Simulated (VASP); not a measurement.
A run of VASP 6.6.1 is set up as follows.

The input INCAR:

```
  PREC = Accurate
  ENCUT = 520
  EDIFF = 1E-7
  ISMEAR = 0
  SIGMA = 0.1
  LREAL = False
  LASPH = True
  NELM = 60
  ALGO = Fast
  ISIF = 2
  LWAVE = False
  LCHARG = False
  GGA = PE
  NBANDS = 30
```

KPOINTS

```
Automatic mesh
0
Gamma
  10 10 12
```

The input POSCAR:

```
Ta3Ag
1.0
    4.4193565524      0.0000000000      0.0000000000
    0.0000000000      4.4193565524      0.0000000000
    0.0000000000      0.0000000000      3.6694798204
Ta Ag
3 1
Direct
    0.0000000000      0.5000000000      0.5000000000
    0.5000000000      0.0000000000      0.5000000000
    0.5000000000      0.5000000000      0.0000000000
    0.0000000000      0.0000000000      0.0000000000
```

Potentials or basis: VASP PAW PBE potentials, release 64 (Ta_pv, Ag).

Command:

```bash
$ cat potpaw_PBE.64/Ta_pv/POTCAR potpaw_PBE.64/Ag/POTCAR > POTCAR
$ mpirun -np 1 vasp_std > vasp.out
```

Estimate the pressure.

0.0 GPa.

Predict the band gap on the k mesh.

zero (bands 22 and 23 overlap by 1.77 eV).

Caveat: spin-orbit coupling is left out, which moves the levels of the heavy elements.
